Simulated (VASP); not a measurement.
# CsRe (P4/nmm) in VASP: a series of runs

The runs below take CsRe through single point, with PBE.

All numbers are computed with VASP 6.6.1; they aren't measurements. Logs are shortened: lines on timing, memory, paths and dates and some standing lists are left out, and cuts for length are marked.

## Step 1: The cell of the first run

The structure is tetragonal, space group P4/nmm (No. 129). The conventional cell has a = 3.512 Å, b = 3.512 Å, c = 11.711 Å, α = 90.00°, β = 90.00°, γ = 90.00°. Cs (site symmetry 4mm) has 5 Re at 3.46 to 3.83 Å and 4 Cs at 3.51 Å within 4.5 Å. Within 3.4 Å of Re (site symmetry 4mm) lie 4 Re at 2.54 Å.

## Step 2: Single point, PBE

INCAR

```
  PREC = Accurate
  ENCUT = 520
  EDIFF = 1E-7
  ISMEAR = 0
  SIGMA = 0.1
  LREAL = False
  LASPH = True
  NELM = 100
  ALGO = Normal
  ISIF = 2
  LWAVE = False
  LCHARG = False
  GGA = PE
  NBANDS = 24
```

KPOINTS

```
regular mesh
0
Gamma
  4 4 4
```

POSCAR

```
CsRe
1.0
    3.5119260062      0.0000000000      0.0000000000
    0.0000000000      3.5119260062      0.0000000000
    0.0000000000      0.0000000000     11.7107856385
Cs Re
2 2
Direct
    0.5000000000      0.0000000000      0.2721217865
    0.0000000000      0.5000000000      0.7278782135
    0.5000000000      0.0000000000     -0.0232975045
    0.0000000000      0.5000000000      0.0232975045
```

Potentials or basis: VASP PAW PBE potentials, release 64 (Cs_sv, Re).

The run is started by

```sh
> cat potpaw_PBE.64/Cs_sv/POTCAR potpaw_PBE.64/Re/POTCAR > POTCAR
> mpirun -np 1 vasp_std > vasp.out
```

OUTCAR:

```text
PREC = Accurate
   ENCUT = 520
   EDIFF = 1E-7
   ISMEAR = 0
   LREAL = False
   LASPH = True
   NELM = 100
   ISIF = 2
   GGA = PE

 ion  position               nearest neighbor table
   1  0.500  0.000  0.272-
   2  0.000  0.500  0.728-
   3  0.500  0.000  0.977-   4 2.54   4 2.54   4 2.54   4 2.54
   4  0.000  0.500  0.023-   3 2.54   3 2.54   3 2.54   3 2.54

  LATTYP: Found a simple tetragonal cell.
 ALAT       =     3.5119260062
 C/A-ratio  =     3.3345764170

  Lattice vectors:

 A1 = (   3.5119260062,   0.0000000000,   0.0000000000)
 A2 = (   0.0000000000,   3.5119260062,   0.0000000000)
 A3 = (   0.0000000000,   0.0000000000,  11.7107856385)

Analysis of symmetry for initial positions (statically):
=====================================================================
 Subroutine PRICEL returns:
 Original cell was already a primitive cell.

 Routine SETGRP: Setting up the symmetry group for a
 simple tetragonal supercell.

 Subroutine GETGRP returns: Found 16 space group operations
 (whereof  8 operations were pure point group operations)
 out of a pool of 16 trial point group operations.

The static configuration has the point symmetry D_2d.
 The point group associated with its full space group is D_4h.

Analysis of symmetry for dynamics (positions and initial velocities):
=====================================================================
 Subroutine PRICEL returns:
 Original cell was already a primitive cell.

 Routine SETGRP: Setting up the symmetry group for a
 simple tetragonal supercell.

 Subroutine GETGRP returns: Found 16 space group operations
 (whereof  8 operations were pure point group operations)
 out of a pool of 16 trial point group operations.

The dynamic configuration has the point symmetry D_2d.
 The point group associated with its full space group is D_4h.

 Subroutine INISYM returns: Found 16 space group operations
 (whereof  8 operations are pure point group operations),
 and found     1 'primitive' translations

----------------------------------------------------------------------------------------

                                     Primitive cell

  volume of cell :     144.4364

  direct lattice vectors                    reciprocal lattice vectors
     3.511926006  0.000000000  0.000000000     0.284744040  0.000000000  0.000000000
     0.000000000  3.511926006  0.000000000     0.000000000  0.284744040  0.000000000
     0.000000000  0.000000000 11.710785639     0.000000000  0.000000000  0.085391367

  length of vectors
     3.511926006  3.511926006 11.710785639     0.284744040  0.284744040  0.085391367
[... 80 lines left out ...]
   EDIFFG = 0.1E-05   stopping-criterion for IOM
   NSW    =      0    number of steps for IOM
   IBRION =     -1    ionic relax: 0-MD 1-quasi-New 2-CG
   NFREE  =      0    steps in history (QN), initial steepest desc. (CG)
   ISIF   =      2    stress and relaxation
   ISYM   =      2    0-nonsym 1-usesym 2-fastsym
   POTIM  = 0.5000    time-step for ionic-motion
   TEBEG  =    0.0;   TEEND  =   0.0 temperature during run
   PSTRESS=    0.0 pullay stress
   NELECT =      32.0000    total number of electrons
   NUPDOWN=      -1.0000    fix difference up-down
   EMIN   =  10.00;   EMAX   =-10.00  energy-range for DOS
   EFERMI =   0.00;   METHOD = LEGACY
   ISMEAR =     0;   SIGMA  =   0.10  broadening in eV -4-tet -1-fermi 0-gaus
   EFERMI_NEDOS =   21; number of points for ismear=-14 and -15
   IALGO  =     38    algorithm
   IMIX   =      4    mixing-type and parameters
     AMIX     =   0.40;   BMIX     =  1.00
     AMIX_MAG =   1.60;   BMIX_MAG =  1.00
  volume/ion in A,a.u.               =      36.11       243.68
  Fermi-wavevector in a.u.,A,eV,Ry     =   0.990602  1.871967 13.351295  0.981293
  Thomas-Fermi vector in A             =   2.122284
   LORBIT       =      0    0 simple, 1 ext, 2 COOP (PROOUT), +10 PAW based schemes
   GGA     = PE    functional components
   LHFCALC =     F    Hartree Fock is set to
   AEXX    =    0.0000 exact exchange contribution
   IVDW    =     0    specifies the selected vdW correction
   LEPSILON=     F    determine dielectric tensor
   LRPA    =     F    only Hartree local field effects (RPA)
 non-spin polarized calculation
 Gauss-broadening in eV      SIGMA  =   0.10
  energy-cutoff  :      520.00
  volume of cell :      144.44
 maximum number of plane-waves:      3936
 NGX is ok and might be reduce to    28
   NGX = 13   NGY = 13   NGZ = 43

 number of electron      31.9999997 magnetization

 Free energy of the ion-electron system (eV)
  ---------------------------------------------------
  ext. energy  EPLUGINS =         0.00000000
  ---------------------------------------------------
  free energy    TOTEN  =       -22.26755347 eV

  energy without entropy =      -22.25239649  energy(sigma->0) =      -22.25997498

 E-fermi :   3.4014     XC(G=0):  -8.7916

 val. band max:        3.3841130977   @ k =   0.2500   0.0000   0.5000
 cond. band min:       3.4070773790   @ k =   0.2500   0.0000   0.2500
 fundamental gap:      0.0229642813
 Fermi energy:         3.4013989994

 k-point     1 :       0.0000    0.0000    0.0000
  band No.  band energies     occupation
      1     -20.1915      2.00000
      2     -20.1883      2.00000
      3      -7.1728      2.00000
      4      -6.9753      2.00000
      5      -5.7446      2.00000
      6      -5.7446      2.00000
[... 475 lines left out ...]
     23       5.9808      0.00000
     24       5.9808      0.00000

------------------------ aborting loop because EDIFF is reached ----------------------------------------

  FORCE on cell =-STRESS in cart. coord.  units (eV):
  Direction    XX          YY          ZZ          XY          YZ          ZX
  --------------------------------------------------------------------------------------
  -------------------------------------------------------------------------------------
  Total       -0.2214384     -0.2214384      0.1524616      0.0000000      0.0000000      0.0000000
  in kB       -2.4563303     -2.4563303      1.6911972      0.0000000      0.0000000      0.0000000
  external PRESSURE =      -1.0738211 kB  Pullay stress =       0.0000000 kB

 VOLUME and BASIS-vectors are now :
 -----------------------------------------------------------------------------
  energy-cutoff  :      520.00
  volume of cell :      144.44
      direct lattice vectors                 reciprocal lattice vectors
     3.511926006  0.000000000  0.000000000     0.284744040  0.000000000  0.000000000
     0.000000000  3.511926006  0.000000000     0.000000000  0.284744040  0.000000000
     0.000000000  0.000000000 11.710785639     0.000000000  0.000000000  0.085391367

 POSITION                                       TOTAL-FORCE (eV/Angst)
 -----------------------------------------------------------------------------------
      1.75596      0.00000      3.18676         0.000000      0.000000      0.017402
      0.00000      1.75596      8.52403         0.000000     -0.000000     -0.017402
      1.75596      0.00000     11.43795         0.000000      0.000000      0.025841
      0.00000      1.75596      0.27283         0.000000     -0.000000     -0.025841
 -----------------------------------------------------------------------------------
    total drift:                               -0.000000      0.000000      0.000000

  FREE ENERGIE OF THE ION-ELECTRON SYSTEM (eV)
  ---------------------------------------------------
  free  energy   TOTEN  =       -22.2675534697 eV

  energy  without entropy=      -22.2523964939  energy(sigma->0) =      -22.25997498
```

OSZICAR:

```text
N       E                     dE             d eps       ncg     rms          rms(c)
DAV:   1     0.171410882354E+03    0.17141E+03   -0.13194E+04  1632   0.125E+03
DAV:   2    -0.987937080770E+01   -0.18129E+03   -0.16697E+03  1672   0.287E+02
DAV:   3    -0.239230220952E+02   -0.14044E+02   -0.13887E+02  1480   0.908E+01
DAV:   4    -0.243221370942E+02   -0.39911E+00   -0.39696E+00  1368   0.235E+01
DAV:   5    -0.243429908354E+02   -0.20854E-01   -0.20814E-01  1456   0.460E+00    0.295E+01
DAV:   6    -0.227348802560E+02    0.16081E+01   -0.13395E+00  1536   0.115E+01    0.136E+01
DAV:   7    -0.224736241965E+02    0.26126E+00   -0.40508E+00  1528   0.131E+01    0.222E+00
DAV:   8    -0.223260008827E+02    0.14762E+00   -0.17429E-01  1464   0.362E+00    0.184E+00
DAV:   9    -0.222738992216E+02    0.52102E-01   -0.30996E-01  1504   0.225E+00    0.491E-01
DAV:  10    -0.222778358532E+02   -0.39366E-02   -0.23934E-02  1544   0.128E+00    0.340E-01
DAV:  11    -0.222703595324E+02    0.74763E-02   -0.93866E-03  1544   0.484E-01    0.169E-01
DAV:  12    -0.222683846716E+02    0.19749E-02   -0.32801E-03  1576   0.301E-01    0.997E-02
DAV:  13    -0.222678991348E+02    0.48554E-03   -0.39685E-04  1544   0.129E-01    0.642E-02
DAV:  14    -0.222675690374E+02    0.33010E-03   -0.60515E-04  1544   0.130E-01    0.194E-02
DAV:  15    -0.222675538800E+02    0.15157E-04   -0.72996E-05  1560   0.580E-02    0.465E-03
DAV:  16    -0.222675534544E+02    0.42562E-06   -0.33799E-06  1472   0.178E-02    0.152E-03
DAV:  17    -0.222675535682E+02   -0.11383E-06   -0.13482E-07   832   0.544E-03    0.144E-03
DAV:  18    -0.222675534697E+02    0.98482E-07   -0.92680E-08   728   0.444E-03
   1 F= -.22267553E+02 E0= -.22259975E+02  d E =-.151570E-01
```

It took 60 s on 1 thread of Intel Xeon Platinum 8488C (Sapphire Rapids), shared host; peak memory 0.27 GiB.

Results:

```yaml
Free_energy: -22.2676 eV
Pressure: -0.1 GPa
Largest_force: 0.026 eV/Å
Band_gap_on_the_k_mesh: zero (band 16 reaches 3.84 eV, above the bottom of band 17 at 3.19 eV)
```

Forces in eV/Å, atoms in the order of the input:
```
Cs   0.000  0.000  0.017
Cs   0.000  0.000 -0.017
Re   0.000  0.000  0.026
Re   0.000  0.000 -0.026
```

Stress tensor (GPa, compression positive):
```
-0.25  0.00  0.00
 0.00 -0.25  0.00
 0.00  0.00  0.17
```

Caveat: the k points lie up to 0.45 Å⁻¹ apart; spin-orbit coupling is left out, which moves the levels of the heavy elements.

## Step 3: Single point, PBE

This run uses another cell than the first one, of 37.05 Å³/atom, 1.026 times its volume.

INCAR

```
SYSTEM = CsRe
PREC     = Accurate       ! precision mode
ENCUT    = 520            ! plane-wave cutoff, eV
EDIFF    = 1E-7           ! SCF threshold, eV
ISMEAR   = 0              ! smearing method
SIGMA    = 0.1            ! smearing width, eV
LREAL    = .False.        ! projectors in reciprocal space
LASPH    = .True.         ! aspherical terms in the spheres
NELM     = 60             ! most SCF steps
ALGO     = Normal         ! electronic algorithm
ISIF     = 2              ! what is computed and relaxed
LWAVE    = .False.        ! write WAVECAR
LCHARG   = .False.        ! write CHGCAR
GGA      = PE             ! functional
NBANDS   = 24             ! bands
```

KPOINTS

```
Automatic mesh
0
Gamma
  6 6 2
  0 0 0
```

POSCAR

```
CsRe
1.0
    3.5331450610      0.0000000000      0.0000000000
    0.0000000000      3.5331450610      0.0000000000
    0.0000000000      0.0000000000     11.8712465015
Cs Re
2 2
Direct
    0.5000000000      0.0000000000      0.2671459728
    0.0000000000      0.5000000000      0.7328540272
    0.5000000000      0.0000000000      0.9807722539
    0.0000000000      0.5000000000      0.0192277461
```

Potentials or basis: VASP PAW PBE potentials, release 64 (Cs_sv, Re).

The run is started by

```sh
> cat potpaw_PBE.64/Cs_sv/POTCAR potpaw_PBE.64/Re/POTCAR > POTCAR
> mpirun -np 1 vasp_std > vasp.out
```

It took 61 s on 1 thread of Intel Xeon Platinum 8488C (Sapphire Rapids), shared host; peak memory 0.28 GiB.

Results (log left out):

```
Free energy            : -22.3934 eV
Pressure               : -0.2 GPa
Largest force          : 0.048 eV/Å
Band gap on the k mesh : zero (band 16 reaches 3.68 eV, above the bottom of band 17 at 2.98 eV)
```

Forces on the atoms (eV/Å):
```
Cs   0.000  0.000  0.028
Cs   0.000  0.000 -0.028
Re   0.000  0.000  0.048
Re   0.000  0.000 -0.048
```

Stress tensor (GPa, compression positive):
```
-0.31  0.00  0.00
 0.00 -0.31  0.00
 0.00  0.00  0.14
```

Levels at points of the mesh, in eV from the Fermi level:
```csv
k point,band 12,band 13,band 14,band 15,band 16,band 17,band 18,band 19,band 20,band 21
"(0.00, 0.00, 0.00)",-2.19,-1.68,-1.68,-0.78,-0.46,-0.29,1.03,1.45,1.45,1.54
"(0.50, 0.00, 0.00)",-2.27,-2.12,-2.12,-0.52,-0.52,0.77,0.77,1.16,1.16,1.36
"(0.50, 0.50, 0.00)",-3.30,-1.23,-1.23,0.41,0.41,0.44,0.44,0.64,0.64,1.45
"(0.00, 0.00, 0.50)",-2.00,-1.68,-1.68,-1.47,-0.46,0.60,0.68,1.45,1.45,1.52
"(0.50, 0.00, 0.50)",-2.27,-2.13,-2.13,-0.52,-0.52,0.82,0.82,1.16,1.16,1.43
"(0.50, 0.50, 0.50)",-3.31,-1.21,-1.21,0.34,0.34,0.47,0.47,0.64,0.64,1.54
```

Caveat: spin-orbit coupling is left out, which moves the levels of the heavy elements.
